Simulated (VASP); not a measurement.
# Be (P6_3/mmc) in VASP: a series of runs

Be is run at these levels: PBE; tasks: single point, relaxation of cell and atoms.

Program: VASP 6.6.1. These are calculated values, not measurements. Logs are shortened: lines on timing, memory, paths and dates and some standing lists are left out, and cuts for length are marked.

## (1) The cell of the first run

Symmetry: P6_3/mmc, No. 194, hexagonal system. Conventional cell: a = 2.266 Å, b = 2.266 Å, c = 3.558 Å, α = 90.00°, β = 90.00°, γ = 120.00°. Be (site symmetry -6m2) has 12 Be at 2.21 to 2.27 Å within 2.9 Å.

## (2) Single point, PBE

Input file INCAR:

```
ALGO     = Normal         # electronic algorithm
EDIFF    = 1E-6           # SCF threshold, eV
ENCUT    = 520            # plane-wave cutoff, eV
GGA      = PE             # functional
ISIF     = 2              # what is computed and relaxed
ISMEAR   = 0              # smearing method
LASPH    = True           # aspherical terms in the spheres
LCHARG   = False          # write CHGCAR
LREAL    = False          # projectors in reciprocal space
LWAVE    = False          # write WAVECAR
NBANDS   = 9              # bands
NELM     = 60             # most SCF steps
PREC     = Accurate       # precision mode
SIGMA    = 0.05           # smearing width, eV
```

Input file KPOINTS:

```
k-points
0
Gamma
  16 16 10
```

Input file POSCAR:

```
Be
1.0
    2.2658875096      0.0000000000      0.0000000000
   -1.1329437548      1.9623161454      0.0000000000
    0.0000000000      0.0000000000      3.5581563731
Be
2
Direct
    0.3333333333      0.6666666667      0.7500000000
    0.6666666667      0.3333333333      0.2500000000
```

Potentials or basis: VASP PAW PBE potentials, release 64 (Be).

The run is started by

```console
$ cat potpaw_PBE.64/Be/POTCAR > POTCAR
$ mpirun -np 1 vasp_std > vasp.out
```

OUTCAR:

```text
EDIFF = 1E-6
   ENCUT = 520
   GGA = PE
   ISIF = 2
   ISMEAR = 0
   LASPH = True
   LREAL = False
   NELM = 60
   PREC = Accurate

 ion  position               nearest neighbor table
   1  0.333  0.667  0.750-   2 2.21   2 2.21   2 2.21   2 2.21   2 2.21   2 2.21
   2  0.667  0.333  0.250-   1 2.21   1 2.21   1 2.21   1 2.21   1 2.21   1 2.21

  LATTYP: Found a hexagonal cell.
 ALAT       =     2.2658875096
 C/A-ratio  =     1.5703146595

  Lattice vectors:

 A1 = (   2.2658875096,   0.0000000000,   0.0000000000)
 A2 = (  -1.1329437548,   1.9623161454,   0.0000000000)
 A3 = (   0.0000000000,   0.0000000000,   3.5581563731)

Analysis of symmetry for initial positions (statically):
=====================================================================
 Subroutine PRICEL returns:
 Original cell was already a primitive cell.

 Routine SETGRP: Setting up the symmetry group for a
 hexagonal supercell.

 Subroutine GETGRP returns: Found 24 space group operations
 (whereof 12 operations were pure point group operations)
 out of a pool of 24 trial point group operations.

The static configuration has the point symmetry D_3d.
 The point group associated with its full space group is D_6h.

Analysis of symmetry for dynamics (positions and initial velocities):
=====================================================================
 Subroutine PRICEL returns:
 Original cell was already a primitive cell.

 Routine SETGRP: Setting up the symmetry group for a
 hexagonal supercell.

 Subroutine GETGRP returns: Found 24 space group operations
 (whereof 12 operations were pure point group operations)
 out of a pool of 24 trial point group operations.

The dynamic configuration has the point symmetry D_3d.
 The point group associated with its full space group is D_6h.

 Subroutine INISYM returns: Found 24 space group operations
 (whereof 12 operations are pure point group operations),
 and found     1 'primitive' translations

----------------------------------------------------------------------------------------

                                     Primitive cell

  volume of cell :      15.8209

  direct lattice vectors                    reciprocal lattice vectors
     2.265887510  0.000000000  0.000000000     0.441328175  0.254800941  0.000000000
    -1.132943755  1.962316145  0.000000000     0.000000000  0.509601882  0.000000000
     0.000000000  0.000000000  3.558156373     0.000000000  0.000000000  0.281044422

  length of vectors
     2.265887510  2.265887510  3.558156373     0.509601882  0.509601882  0.281044422

  position of ions in fractional coordinates (direct lattice)
     0.333333333  0.666666667  0.750000000
     0.666666667  0.333333333  0.250000000

  ion indices of the primitive-cell ions
   primitive index   ion index
                 1           1
                 2           2

----------------------------------------------------------------------------------------

 KPOINTS: k-points

Automatic generation of k-mesh.
 Grid dimensions read from file:
 generate k-points for:   16   16   10

 Generating k-lattice:

  Cartesian coordinates                     Fractional coordinates (reciprocal lattice)
     0.027583011  0.015925059  0.000000000     0.062500000  0.000000000  0.000000000
     0.000000000  0.031850118  0.000000000     0.000000000  0.062500000  0.000000000
     0.000000000  0.000000000  0.028104442     0.000000000  0.000000000  0.100000000

  Length of vectors
     0.031850118  0.031850118  0.028104442

  Shift w.r.t. Gamma in fractional coordinates (k-lattice)
     0.000000000  0.000000000  0.000000000

 Subroutine IBZKPT returns following result:
 ===========================================

 Found    180 irreducible k-points:

 Following reciprocal coordinates:
            Coordinates               Weight
  0.000000  0.000000  0.000000      1.000000
  0.062500  0.000000  0.000000      6.000000
  0.125000  0.000000  0.000000      6.000000
  0.187500 -0.000000  0.000000      6.000000
  0.250000  0.000000  0.000000      6.000000
  0.312500  0.000000  0.000000      6.000000
[... 16 lines left out ...]
  0.187500  0.187500  0.000000      6.000000
  0.250000  0.187500  0.000000     12.000000
 [... further k-points ...]
   k-points           NKPTS =    180   k-points in BZ     NKDIM =    180   number of bands    NBANDS=      9
   number of dos      NEDOS =    301   number of ions     NIONS =      2
   total plane-waves  NPLWV =   9072
   dimension x,y,z NGX =    18 NGY =   18 NGZ =   28
   dimension x,y,z NGXF=    36 NGYF=   36 NGZF=   56
   ions per type =               2
   NGX,Y,Z   is equivalent  to a cutoff of  13.21, 13.21, 13.08 a.u.
   NGXF,Y,Z  is equivalent  to a cutoff of  26.41, 26.41, 26.16 a.u.
 SYSTEM =  unknown system
   PREC   = accura    normal or accurate (medium, high low for compatibility)
   ISTART =      0    job   : 0-new  1-cont  2-samecut
   ICHARG =      2    charge: 1-file 2-atom 10-const
   ISPIN  =      1    spin polarized calculation?
   LNONCOLLINEAR =      F non collinear calculations
   LSORBIT =      F    spin-orbit coupling
   LASPH  =      T    aspherical Exc in radial PAW
   ENCUT  =  520.0 eV  38.22 Ry    6.18 a.u.   4.21  4.21  6.62*2*pi/ulx,y,z
   NELM   =     60;   NELMIN=  2; NELMDL= -5     # of ELM steps
   EDIFF  = 0.1E-05   stopping-criterion for ELM
   LREAL  =      F    real-space projection
   EDIFFG = 0.1E-04   stopping-criterion for IOM
   NSW    =      0    number of steps for IOM
   IBRION =     -1    ionic relax: 0-MD 1-quasi-New 2-CG
   NFREE  =      0    steps in history (QN), initial steepest desc. (CG)
   ISIF   =      2    stress and relaxation
   ISYM   =      2    0-nonsym 1-usesym 2-fastsym
   POTIM  = 0.5000    time-step for ionic-motion
   TEBEG  =    0.0;   TEEND  =   0.0 temperature during run
   PSTRESS=    0.0 pullay stress
   NELECT =       4.0000    total number of electrons
   NUPDOWN=      -1.0000    fix difference up-down
   EMIN   =  10.00;   EMAX   =-10.00  energy-range for DOS
   EFERMI =   0.00;   METHOD = LEGACY
   ISMEAR =     0;   SIGMA  =   0.05  broadening in eV -4-tet -1-fermi 0-gaus
   EFERMI_NEDOS =   21; number of points for ismear=-14 and -15
   IALGO  =     38    algorithm
   IMIX   =      4    mixing-type and parameters
     AMIX     =   0.40;   BMIX     =  1.00
     AMIX_MAG =   1.60;   BMIX_MAG =  1.00
  volume/ion in A,a.u.               =       7.91        53.38
  Fermi-wavevector in a.u.,A,eV,Ry     =   1.035184  1.956213 14.580072  1.071605
  Thomas-Fermi vector in A             =   2.169515
   LORBIT       =      0    0 simple, 1 ext, 2 COOP (PROOUT), +10 PAW based schemes
   GGA     = PE    functional components
   LHFCALC =     F    Hartree Fock is set to
   AEXX    =    0.0000 exact exchange contribution
   IVDW    =     0    specifies the selected vdW correction
   LEPSILON=     F    determine dielectric tensor
   LRPA    =     F    only Hartree local field effects (RPA)
 non-spin polarized calculation
 Gauss-broadening in eV      SIGMA  =   0.05
  energy-cutoff  :      520.00
  volume of cell :       15.82
 maximum number of plane-waves:       446
 NGX is ok and might be reduce to    18
   NGX =  9   NGY =  9   NGZ = 13

 number of electron       4.0000000 magnetization

 Free energy of the ion-electron system (eV)
  ---------------------------------------------------
  ext. energy  EPLUGINS =         0.00000000
  ---------------------------------------------------
  free energy    TOTEN  =        -7.53864766 eV

  energy without entropy =       -7.53839193  energy(sigma->0) =       -7.53851980

 E-fermi :   6.9896     XC(G=0): -10.6037

 val. band max:        6.9796314175   @ k =   0.3125   0.1250   0.0000
 cond. band min:       6.9997598612   @ k =   0.3125   0.3125   0.4000
 fundamental gap:      0.0201284437
 Fermi energy:         6.9896195619

 k-point     1 :       0.0000    0.0000    0.0000
  band No.  band energies     occupation
      1      -4.3277      2.00000
      2       2.6069      2.00000
      3       8.1778      0.00000
      4      22.9541      0.00000
      5      22.9541      0.00000
      6      25.8152      0.00000
      7      25.8152      0.00000
      8      27.9934      0.00000
      9      34.0813      0.00000

 k-point     2 :       0.0625    0.0000    0.0000
  band No.  band energies     occupation
      1      -4.2156      2.00000
      2       2.7538      2.00000
      3       8.2107      0.00000
      4      22.0349      0.00000
      5      22.2725      0.00000
      6      25.8257      0.00000
      7      26.1702      0.00000
      8      27.7743      0.00000
      9      32.3699      0.00000

 k-point     3 :       0.1250    0.0000    0.0000
  band No.  band energies     occupation
      1      -3.8790      2.00000
      2       3.1938      2.00000
      3       8.2993      0.00000
      4      19.8880      0.00000
      5      20.9831      0.00000
      6      25.7401      0.00000
      7      26.4231      0.00000
      8      26.9852      0.00000
      9      29.9223      0.00000

 k-point     4 :       0.1875   -0.0000    0.0000
  band No.  band energies     occupation
      1      -3.3175      2.00000
      2       3.9249      2.00000
      3       8.3978      0.00000
      4      17.3841      0.00000
      5      19.6778      0.00000
      6      25.2148      0.00000
      7      25.3487      0.00000
      8      26.1330      0.00000
      9      27.7278      0.00000
[... 205 lines left out ...]
 k-point    22 :       0.4375    0.1250    0.0000
  band No.  band energies     occupation
      1       2.4255      2.00000
      2       4.1988      2.00000
      3      11.0923      0.00000
      4      12.4178      0.00000
      5      13.8183      0.00000
      6      13.8431      0.00000
      7      19.5896      0.00000
      8      23.1302      0.00000
      9      25.1550      0.00000

 k-point    23 :       0.1875    0.1875    0.0000
  band No.  band energies     occupation
      1      -1.2875      2.00000
      2       6.5298      2.00000
      3       8.4900      0.00000
      4      12.5187      0.00000
      5      15.5013      0.00000
      6      20.9967      0.00000
      7      22.8837      0.00000
      8      23.4913      0.00000
      9      25.8831      0.00000

 k-point    24 :       0.2500    0.1875    0.0000
  band No.  band energies     occupation
      1      -0.1602      2.00000
      2       7.9480      0.00000
      3       8.0416      0.00000
      4      10.8643      0.00000
      5      14.6838      0.00000
      6      18.9273      0.00000
      7      21.7588      0.00000
      8      22.8964      0.00000
      9      24.0978      0.00000

 [... further k-points ...]

------------------------ aborting loop because EDIFF is reached ----------------------------------------

  FORCE on cell =-STRESS in cart. coord.  units (eV):
  Direction    XX          YY          ZZ          XY          YZ          ZX
  --------------------------------------------------------------------------------------
  -------------------------------------------------------------------------------------
  Total        0.0132758      0.0132758      0.0167886      0.0000000      0.0000000      0.0000000
  in kB        1.3444357      1.3444357      1.7001718      0.0000000      0.0000000      0.0000000
  external PRESSURE =       1.4630144 kB  Pullay stress =       0.0000000 kB

 VOLUME and BASIS-vectors are now :
 -----------------------------------------------------------------------------
  energy-cutoff  :      520.00
  volume of cell :       15.82
      direct lattice vectors                 reciprocal lattice vectors
     2.265887510  0.000000000  0.000000000     0.441328175  0.254800941  0.000000000
    -1.132943755  1.962316145  0.000000000     0.000000000  0.509601882  0.000000000
     0.000000000  0.000000000  3.558156373     0.000000000  0.000000000  0.281044422

 POSITION                                       TOTAL-FORCE (eV/Angst)
 -----------------------------------------------------------------------------------
     -0.00000      1.30821      2.66862        -0.000000      0.000000      0.000000
      1.13294      0.65411      0.88954         0.000000     -0.000000      0.000000
 -----------------------------------------------------------------------------------
    total drift:                                0.000000     -0.000000      0.000000

  FREE ENERGIE OF THE ION-ELECTRON SYSTEM (eV)
  ---------------------------------------------------
  free  energy   TOTEN  =        -7.5386476590 eV

  energy  without entropy=       -7.5383919314  energy(sigma->0) =       -7.53851980
```

It took 14 s on 1 thread of Intel Xeon Platinum 8259CL at 2.50GHz (Skylake/Cascade Lake), shared host; peak memory 0.13 GiB.

What came out:

```
Free energy            : -7.5386 eV
Pressure               : 0.1 GPa
Band gap on the k mesh : zero (bands 2 and 3 overlap by 1.64 eV)
```

## (3) Relaxation of cell and atoms, PBE

This run uses another cell than the first one, of 8.15 Å³/atom.

Input file INCAR:

```
SYSTEM = Be
PREC = Accurate ; ENCUT = 600
EDIFF = 1E-6 ; ISMEAR = 0
SIGMA = 0.05 ; LREAL = .FALSE.
LASPH = .TRUE. ; NELM = 100
ALGO = Normal ; ISIF = 3
LWAVE = .FALSE. ; LCHARG = .FALSE.
GGA = PE ; IBRION = 2
NSW = 80 ; EDIFFG = -0.01
```

Input file KPOINTS:

```
Automatic mesh
0
G
  16 16 10
  0 0 0
```

Input file POSCAR:

```
Be
1.0
    2.2900000000      0.0000000000      0.0000000000
   -1.1450000000      1.9831981747      0.0000000000
    0.0000000000      0.0000000000      3.5884300000
Be
2
Direct
    0.3333333333      0.6666666667      0.7500000000
    0.6666666667      0.3333333333      0.2500000000
```

Potentials or basis: VASP PAW PBE potentials, release 64 (Be).

The run is started by

```console
$ cat potpaw_PBE.64/Be/POTCAR > POTCAR
$ mpirun -np 1 vasp_std > vasp.out
```

It took 22 s on 1 thread of Intel Xeon Platinum 8259CL at 2.50GHz (Skylake/Cascade Lake), shared host; peak memory 0.13 GiB.

It converged, with:

| Item | Value |
| --- | --- |
| Free energy | -7.5387 eV |
| Relaxed volume | 7.92 Å³/atom |
| Relaxed cell | a = 2.266 Å, b = 2.266 Å, c = 3.559 Å, α = 90.00°, β = 90.00°, γ = 120.00° |
| Space group after relaxing (to 0.1 Å) | P6_3/mmc (No. 194) |
| Energy gained by relaxing | 2.4 meV/atom |
| Ionic steps | 5 |
| Pressure after relaxing | 0.1 GPa |
| Band gap on the k mesh | zero (bands 2 and 3 overlap by 1.64 eV) |

Step by step:
| step | energy change (eV) | largest force (eV/Å) | pressure (GPa) | volume (Å³) |
| --- | --- | --- | --- | --- |
| 1 | 0.0000 | 0.0000 | -3.32 | 16.30 |
| 2 | -0.0048 | 0.0000 | -0.47 | 15.90 |
| 3 | -0.0049 | 0.0000 | 0.00 | 15.84 |
| 4 | -0.0049 | 0.0000 | 0.07 | 15.83 |
| 5 | -0.0049 | 0.0000 | 0.06 | 15.83 |

Final structure:
```xyz
2
Lattice="2.2664 0.0000 0.0000 -1.1332 1.9628 0.0000 0.0000 0.0000 3.5590" Properties=species:S:1:pos:R:3 pbc="T T T"
Be    0.0000    1.3085    2.6692
Be    1.1332    0.6543    0.8897
```

Levels at points of the mesh, in eV from the Fermi level:
| k point | band 1 | band 2 | band 3 | band 4 | band 5 | band 6 |
| --- | --- | --- | --- | --- | --- | --- |
| (0.00, 0.00, 0.00) | -11.31 | -4.38 | 1.19 | 15.96 | 15.96 | 18.81 |
| (0.50, 0.00, 0.00) | -4.98 | -3.11 | 3.67 | 6.53 | 6.81 | 9.39 |
| (0.00, 0.00, 0.50) | -9.14 | -9.14 | 10.81 | 10.81 | 17.61 | 17.61 |
| (0.50, 0.00, 0.50) | -3.59 | -3.59 | 1.59 | 1.59 | 12.01 | 12.01 |
